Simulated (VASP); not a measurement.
# Pt (P6_3/mmc) in VASP: notebook, part 2 of 2

VASP 6.6.1. The steps go on from the part before.

## (4) Single point, PBEsol (strain +0.000 along x and y, +0.025 along z)

INCAR reads:

```
SYSTEM = Pt
PREC = Accurate
ENCUT = 520
EDIFF = 1E-6
ISMEAR = 0
SIGMA = 0.15
LREAL = .FALSE.
LASPH = .TRUE.
NELM = 80
ALGO = Fast
ISIF = 2
LWAVE = .FALSE.
LCHARG = .FALSE.
GGA = PS
NBANDS = 17
```

KPOINTS reads:

```
Automatic mesh
0
G
  24 24 14
  0 0 0
```

POSCAR reads:

```
Pt
1.0
    2.7251696203      0.0000000000      0.0000000000
   -1.3625848102      2.3600661208      0.0000000000
    0.0000000000      0.0000000000      4.8244757716
Pt
2
Direct
    0.6666666667      0.3333333333      0.7500000000
    0.3333333333      0.6666666667      0.2500000000
```

Potentials or basis: VASP PAW PBE potentials, release 64 (Pt).

On the command line:

```sh
cat potpaw_PBE.64/Pt/POTCAR > POTCAR
mpirun -np 1 vasp_std > vasp.out
```

OUTCAR:

```text
SYSTEM = Pt
   PREC = Accurate
   ENCUT = 520
   EDIFF = 1E-6
   ISMEAR = 0
   LREAL = .FALSE.
   LASPH = .TRUE.
   NELM = 80
   ISIF = 2
   GGA = PS

 ion  position               nearest neighbor table
   1  0.667  0.333  0.750-   2 2.88   2 2.88   2 2.88   2 2.88   2 2.88   2 2.88
   2  0.333  0.667  0.250-   1 2.88   1 2.88   1 2.88   1 2.88   1 2.88   1 2.88

  LATTYP: Found a hexagonal cell.
 ALAT       =     2.7251696203
 C/A-ratio  =     1.7703396279

  Lattice vectors:

 A1 = (   2.7251696203,   0.0000000000,   0.0000000000)
 A2 = (  -1.3625848102,   2.3600661208,   0.0000000000)
 A3 = (   0.0000000000,   0.0000000000,   4.8244757716)

Analysis of symmetry for initial positions (statically):
=====================================================================
 Subroutine PRICEL returns:
 Original cell was already a primitive cell.

 Routine SETGRP: Setting up the symmetry group for a
 hexagonal supercell.

 Subroutine GETGRP returns: Found 24 space group operations
 (whereof 12 operations were pure point group operations)
 out of a pool of 24 trial point group operations.

The static configuration has the point symmetry D_3d.
 The point group associated with its full space group is D_6h.

Analysis of symmetry for dynamics (positions and initial velocities):
=====================================================================
 Subroutine PRICEL returns:
 Original cell was already a primitive cell.

 Routine SETGRP: Setting up the symmetry group for a
 hexagonal supercell.

 Subroutine GETGRP returns: Found 24 space group operations
 (whereof 12 operations were pure point group operations)
 out of a pool of 24 trial point group operations.

The dynamic configuration has the point symmetry D_3d.
 The point group associated with its full space group is D_6h.

 Subroutine INISYM returns: Found 24 space group operations
 (whereof 12 operations are pure point group operations),
 and found     1 'primitive' translations

[... 110 lines left out ...]
   EFERMI_NEDOS =   21; number of points for ismear=-14 and -15
   IALGO  =     68    algorithm
   IMIX   =      4    mixing-type and parameters
     AMIX     =   0.40;   BMIX     =  1.00
     AMIX_MAG =   1.60;   BMIX_MAG =  1.00
  volume/ion in A,a.u.               =      15.51       104.70
  Fermi-wavevector in a.u.,A,eV,Ry     =   1.414150  2.672356 27.209215  1.999821
  Thomas-Fermi vector in A             =   2.535722
   LORBIT       =      0    0 simple, 1 ext, 2 COOP (PROOUT), +10 PAW based schemes
   GGA     = PS    functional components
   LHFCALC =     F    Hartree Fock is set to
   AEXX    =    0.0000 exact exchange contribution
   IVDW    =     0    specifies the selected vdW correction
   LEPSILON=     F    determine dielectric tensor
   LRPA    =     F    only Hartree local field effects (RPA)
 non-spin polarized calculation
 RMM-DIIS sequential band-by-band and
 Gauss-broadening in eV      SIGMA  =   0.15
  energy-cutoff  :      520.00
  volume of cell :       31.03
 maximum number of plane-waves:       852
   NGX = 11   NGY = 11   NGZ = 17

 number of electron      19.9999998 magnetization

 Free energy of the ion-electron system (eV)
  ---------------------------------------------------
  ext. energy  EPLUGINS =         0.00000000
  ---------------------------------------------------
  free energy    TOTEN  =       -13.79516355 eV

  energy without entropy =      -13.75584464  energy(sigma->0) =      -13.77550410

 E-fermi :  10.5235     XC(G=0): -13.4529

 val. band max:       10.5206917683   @ k =   0.4583  -0.0000   0.3571
 cond. band min:      10.5253274704   @ k =   0.4167   0.0833   0.5000
 fundamental gap:      0.0046357021
 Fermi energy:        10.5234576640

 k-point     1 :       0.0000    0.0000    0.0000
  band No.  band energies     occupation
      1       0.5713      2.00000
      2       3.1755      2.00000
      3       6.3254      2.00000
      4       6.9853      2.00000
      5       6.9853      2.00000
      6       7.3318      2.00000
[... 457 lines left out ...]
      4       6.9870      2.00000
      5       7.4318      2.00000
      6       7.4330      2.00000
[... 9 lines left out ...]
     16      22.7899      0.00000
     17      23.8394      0.00000

 [... further k-points ...]
[... 5 lines left out ...]
  --------------------------------------------------------------------------------------
  -------------------------------------------------------------------------------------
  Total       -0.8277855     -0.8277855     -1.8584000      0.0000000      0.0000000      0.0000000
  in kB      -42.7425634    -42.7425634    -95.9581682      0.0000000      0.0000000      0.0000000
  external PRESSURE =     -60.4810983 kB  Pullay stress =       0.0000000 kB

 VOLUME and BASIS-vectors are now :
 -----------------------------------------------------------------------------
  energy-cutoff  :      520.00
  volume of cell :       31.03
      direct lattice vectors                 reciprocal lattice vectors
     2.725169620  0.000000000  0.000000000     0.366949636  0.211858471  0.000000000
    -1.362584810  2.360066121  0.000000000     0.000000000  0.423716942  0.000000000
     0.000000000  0.000000000  4.824475772     0.000000000  0.000000000  0.207276406

 POSITION                                       TOTAL-FORCE (eV/Angst)
 -----------------------------------------------------------------------------------
      1.36258      0.78669      3.61836         0.000000      0.000000      0.000000
     -0.00000      1.57338      1.20612        -0.000000     -0.000000      0.000000
 -----------------------------------------------------------------------------------
    total drift:                               -0.000000      0.000000     -0.000000

  FREE ENERGIE OF THE ION-ELECTRON SYSTEM (eV)
  ---------------------------------------------------
  free  energy   TOTEN  =       -13.7951635515 eV

  energy  without entropy=      -13.7558446421  energy(sigma->0) =      -13.77550410
```

OSZICAR:

```text
N       E                     dE             d eps       ncg     rms          rms(c)
DAV:   1     0.100696498486E+03    0.10070E+03   -0.10439E+04 16592   0.113E+03
DAV:   2    -0.128566435948E+02   -0.11355E+03   -0.10785E+03 17871   0.245E+02
DAV:   3    -0.147044372072E+02   -0.18478E+01   -0.18254E+01 20584   0.313E+01
DAV:   4    -0.147138445747E+02   -0.94074E-02   -0.94055E-02 19758   0.232E+00
DAV:   5    -0.147139363672E+02   -0.91793E-04   -0.91793E-04 20499   0.238E-01    0.175E+01
RMM:   6    -0.138833554925E+02    0.83058E+00   -0.12014E+00 16627   0.813E+00    0.900E+00
RMM:   7    -0.138044060367E+02    0.78949E-01   -0.26581E-01 17189   0.384E+00    0.305E+00
RMM:   8    -0.137962809926E+02    0.81250E-02   -0.42339E-02 17246   0.159E+00    0.111E+00
RMM:   9    -0.137951290192E+02    0.11520E-02   -0.33144E-03 18438   0.431E-01    0.110E-01
RMM:  10    -0.137951646786E+02   -0.35659E-04   -0.39847E-04 18641   0.130E-01    0.957E-02
RMM:  11    -0.137951623724E+02    0.23062E-05   -0.44966E-05 18669   0.459E-02    0.397E-02
RMM:  12    -0.137951630542E+02   -0.68184E-06   -0.12074E-05 17942   0.221E-02    0.392E-03
RMM:  13    -0.137951635515E+02   -0.49723E-06   -0.32347E-06 14040   0.109E-02
   1 F= -.13795164E+02 E0= -.13775504E+02  d E =-.393189E-01
```

stdout:

```text
POSCAR found type information on POSCAR Pt
 POSCAR found :  1 types and       2 ions
 scaLAPACK will be used
 -----------------------------------------------------------------------------
|                                                                             |
|                                                                             |
|     You enforced a specific xc type in the INCAR file but a different       |
|     I HOPE YOU KNOW WHAT YOU ARE DOING!                                     |
|                                                                             |
 -----------------------------------------------------------------------------

 LDA part: xc-table for (Slater+PW92), standard interpolation
 POSCAR, INCAR and KPOINTS ok, starting setup
 FFT: planning ... GRIDC
 FFT: planning ... GRID_SOFT
 FFT: planning ... GRID
 WAVECAR not read
 entering main loop
```

Wall time 3.3 min (1 thread of Intel Xeon 8259CL, shared host); peak memory 0.32 GiB.

What came out:

```yaml
Free_energy: -13.7952 eV
Pressure: -6.0 GPa
Band_gap_on_the_k_mesh: zero (bands 10 and 11 overlap by 1.36 eV)
```

Stress tensor (GPa, compression positive):
```
-4.27  0.00  0.00
 0.00 -4.27  0.00
 0.00  0.00 -9.60
```

Levels at points of the mesh, in eV from the Fermi level:
```csv
k point,band 8,band 9,band 10,band 11,band 12,band 13
"(0.00, 0.00, 0.00)",-1.71,-1.71,-1.00,-0.20,-0.20,4.52
"(0.50, 0.00, 0.00)",-0.04,0.41,0.59,2.31,3.84,7.29
"(0.00, 0.00, 0.50)",-3.51,-0.77,-0.77,-0.77,-0.77,11.57
"(0.50, 0.00, 0.50)",-0.90,0.51,0.51,1.66,1.66,6.66
```

Caveat: the cell differs from its parent crystal (strain +0.000 along x and y, +0.025 along z); the stress differs along the axes, from -10 to -4 GPa; the PAW data sets were made with another functional, which shifts forces and pressure a little; spin-orbit coupling is left out, which moves the levels of the heavy elements.

## (5) Overview

| cell | gap on the mesh (eV) | pressure (GPa) |
| --- | --- | --- |
| a = 2.793, b = 2.793, c = 4.471 Å, angles 90.0, 90.0, 120.0°, 2 atoms | none | 0.4 |
| a = 2.793, b = 2.793, c = 4.589 Å, angles 90.0, 90.0, 120.0°, 2 atoms | none | -6.9 |
| a = 2.725, b = 2.725, c = 4.824 Å, angles 90.0, 90.0, 120.0°, 2 atoms | none | -6.0 |

Alike in all rows: task single point; level PBEsol; potentials or basis VASP PAW PBE potentials, release 64 (Pt); no spin polarisation; k mesh 24 × 24 × 14; cutoff (eV) 520; smearing gaussian 0.15 eV.

Caveats: the PAW data sets were made with another functional, which shifts forces and pressure a little; spin-orbit coupling is left out, which moves the levels of the heavy elements; the stress differs along the axes, from -3 to 8 GPa (at least some runs); the stress differs along the axes, from -9 to -2 GPa (at least some runs); the stress differs along the axes, from -10 to -4 GPa (at least some runs).

Absolute energies hang on the potentials; compare differences alone.
